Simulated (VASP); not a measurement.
Li2O: electric field gradients with PBEsol

Li2O:

```xyz
3
Lattice="0.0000 2.3399 2.3399 2.3399 0.0000 2.3399 2.3399 2.3399 0.0000" Properties=species:S:1:pos:R:3 pbc="T T T"
Li    1.1699    1.1699    1.1699
Li    3.5098    3.5098    3.5098
O     0.0000    0.0000    0.0000
```

| Quantity | Value |
| --- | --- |
| Program | VASP 6.6.1 |
| Task | electric field gradients |
| Functional | PBEsol |
| Potentials or basis | VASP PAW PBE potentials, release 64 (Li_sv, O) |
| Cutoff | 650 eV |
| k mesh | 9 × 9 × 9 |
| Occupations | fermi-dirac, width 0.03 eV |
| Spin | no spin polarisation |
| Dipole correction | no |
| Further INCAR settings | ALGO = Normal; EDIFF = 1e-08; NBANDS = 13 |

| Property | Result |
| --- | --- |
| Pressure | -5.0 GPa |
| Band gap on the k mesh | 4.84 eV (least direct gap 4.89 eV) |
| Largest electric field gradient by atom | zero within the noise of the run |

Levels at points of the mesh, in eV from the valence-band top:
```
           k point  band 2  band 3  band 4  band 5  band 6  band 7  band 8  band 9  band 10  band 11
(0.00, 0.00, 0.00)  -42.04  -15.29    0.00    0.00    0.00    4.89   11.59   11.59    11.59    18.43
```

It took 9.5 s on 1 thread of Intel(R) Xeon(R) 6975P-C (Granite Rapids) (shared host), peak memory 0.15 GiB.

Caveat: the cell stands under tension; the PAW data sets were made with another functional, which shifts forces and pressure a little; an odd mesh through Γ misses points on the zone boundary, where band edges can lie.
